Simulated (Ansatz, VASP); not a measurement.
**In: VASP beside Ansatz**

The input INCAR:

```
SYSTEM = In
ALGO = Fast ; EDIFF = 1E-6
ENCUT = 520 ; GGA = PS
ISIF = 2 ; ISMEAR = 0
LASPH = .True. ; LCHARG = .True.
LELF = .True. ; LREAL = .False.
LVHAR = .True. ; LWAVE = .False.
NBANDS = 12 ; NELM = 60
PREC = Accurate ; SIGMA = 0.15
```

File KPOINTS:

```
k-points
0
Gamma
  20 20 20
  0 0 0
```

The input POSCAR:

```
In
1.0
   -1.8236573696      1.8236573696      2.0060231065
    1.8236573696     -1.8236573696      2.0060231065
    1.8236573696      1.8236573696     -2.0060231065
In
1
Direct
    0.0000000000      0.0000000000      0.0000000000
```

Input for Ansatz:

```yaml
crystal:
  lattice:
    - [-1.8236573696, 1.8236573696, 2.0060231065]
    - [1.8236573696, -1.8236573696, 2.0060231065]
    - [1.8236573696, 1.8236573696, -2.0060231065]
  atoms:
    - { symbol: In, position: [0.0, 0.0, 0.0] }
basis:
  ecutwfc: 420
kpoints:
  mp_grid: { grid: [20, 20, 20] }
hamiltonian:
  xc: pbesol
scf:
  occupations: { method: gaussian, width: 0.15 }
output:
  forces: true
  stress: true
  eigenvalues: true
```

Alike in both runs: task single point; functional PBEsol; k mesh 20 × 20 × 20; occupations gaussian, width 0.15 eV; no spin polarisation.

```csv
,VASP,Ansatz
version,VASP 6.6.1,Ansatz 0.2.0
potentials or method,"VASP PAW PBE potentials, release 64 (In_d), cutoff 520 eV","scalar-relativistic, plane waves, PAW"
valence electrons in the cell,13,13
```

|  | VASP | Ansatz | Ansatz less VASP |
| --- | --- | --- | --- |
| gap on the k mesh at the Fermi level (eV) | none | none | - |
| pressure (GPa) | -1.4 | -1.4 | +0.01 |
| traceless stress, the component that is largest in VASP (GPa) | 0.08 | 0.08 | 0.000 |

VASP's potentials were made for PBE, not for PBEsol. A gap of «none» marks a metal or a gap that the smearing closes.
